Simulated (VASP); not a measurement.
## RbGe2: relaxation of cell and atoms with PBE

RbGe2:

```xyz
3
Lattice="3.0750 1.7753 5.5826 -3.0750 1.7753 5.5826 0.0000 -3.5507 5.5826" Properties=species:S:1:pos:R:3 pbc="T T T"
Rb    0.0000    0.0000    8.3739
Ge    0.0000    0.0000   13.3904
Ge    0.0000    0.0000    3.3573
```

| Item | Value |
| --- | --- |
| Program | VASP 6.6.1 |
| Task | relaxation of cell and atoms |
| Functional | PBE |
| Potentials or basis | VASP PAW PBE potentials, release 64 (Rb_sv, Ge_d) |
| Cutoff | 600 eV |
| k mesh | 3 × 3 × 3 |
| Occupations | gaussian, width 0.1 eV |
| Spin | no spin polarisation |
| Dipole correction | no |
| Further INCAR settings | ALGO = Normal; EDIFF = 1e-06; IBRION = 2; EDIFFG = -0.04; NSW = 90; ISIF = 3 |

| Item | Value |
| --- | --- |
| Relaxed volume | 30.40 Å³/atom |
| Relaxed cell | a = 4.602 Å, b = 4.602 Å, c = 4.602 Å, α = 77.25°, β = 77.25°, γ = 77.25° |
| Space group after relaxing (to 0.05 Å) | R-3m (No. 166) |
| Energy gained by relaxing | 778.6 meV/atom |
| Ionic steps | 33 |
| Pressure after relaxing | 0.1 GPa |
| Largest force after relaxing | 0.005 eV/Å |

Forces on the atoms (eV/Å):
```
Rb   0.000  0.000  0.000
Ge   0.000  0.000  0.005
Ge   0.000  0.000 -0.005
```

Stress tensor (GPa, compression positive):
```
0.02 0.00 0.00
0.00 0.02 0.00
0.00 0.00 0.19
```

Step by step:
```
step  energy change (eV)  largest force (eV/Å)  pressure (GPa)  volume (Å³)
   1              0.0000                0.5706           -2.52       182.86
   2             -0.4185                0.5289           -1.98       158.60
   3             -0.6255                0.4130           -0.64       137.90
   4             -0.6330                0.3706            0.01       131.71
   5             -0.6342                0.3798           -0.09       132.97
   6             -0.6793                0.3261           -0.10       130.36
   7             -0.7874                0.0930           -0.09       122.41
   8             -1.1205                0.3641            0.04       105.78
   9             -0.2154                1.2283           17.98        69.63
  10             -1.0705                0.5319           -0.03       101.93
  11             -1.3951                1.5806            1.74        86.17
  12             -1.2639                2.2624            5.56        78.00
  13             -1.3762                1.9307            3.49        81.39
  14             -1.3521                2.0364            3.93        80.26
  15             -1.3628                2.0500            4.15        80.02
  16             -1.3895                2.0891            4.45        79.29
  17             -1.4108                2.1319            5.51        77.81
  18             -1.4624                2.0693            5.57        77.94
  19             -1.6061                1.8313            5.25        78.35
  20             -1.8151                1.0588            5.28        79.17
  21             -1.6799                1.8265            8.82        80.80
  22             -1.8815                0.3768            5.76        79.71
  23             -2.0179                0.4556            4.46        81.36
  24             -2.2400                0.6460            1.26        86.36
  25             -2.2748                0.7089            0.27        88.82
  26             -2.2791                0.7319           -0.22        90.13
  27             -2.2945                0.6482           -0.21        90.23
  28             -2.3268                0.2937            0.02        90.53
  29             -2.3089                0.6637            0.78        91.14
  30             -2.3342                0.0156            0.21        90.73
  31             -2.3343                0.0186            0.16        90.75
  32             -2.3355                0.0044            0.15        91.01
  33             -2.3359                0.0052            0.08        91.19
```

Final structure:
```xyz
3
Lattice="2.8726 1.6585 3.1899 -2.8726 1.6585 3.1899 0.0000 -3.3170 3.1899" Properties=species:S:1:pos:R:3 pbc="T T T"
Rb    0.0000    0.0000    4.7849
Ge    0.0000    0.0000    8.2939
Ge    0.0000    0.0000    1.2759
```

Levels at points of the mesh, in eV from the Fermi level:
```tsv
k point	band 15	band 16	band 17	band 18	band 19	band 20	band 21	band 22
(0.00, 0.00, 0.00)	-9.54	-4.78	-0.59	-0.48	-0.48	1.22	1.22	4.19
```

Wall time 11 min on 1 thread of Intel(R) Xeon(R) 6975P-C (Granite Rapids), on a shared host, peak memory 0.43 GiB.

Caveat: the k points lie up to 0.47 Å⁻¹ apart in the final cell; the volume moved by over 15 % at a fixed basis, so the end points are rough.
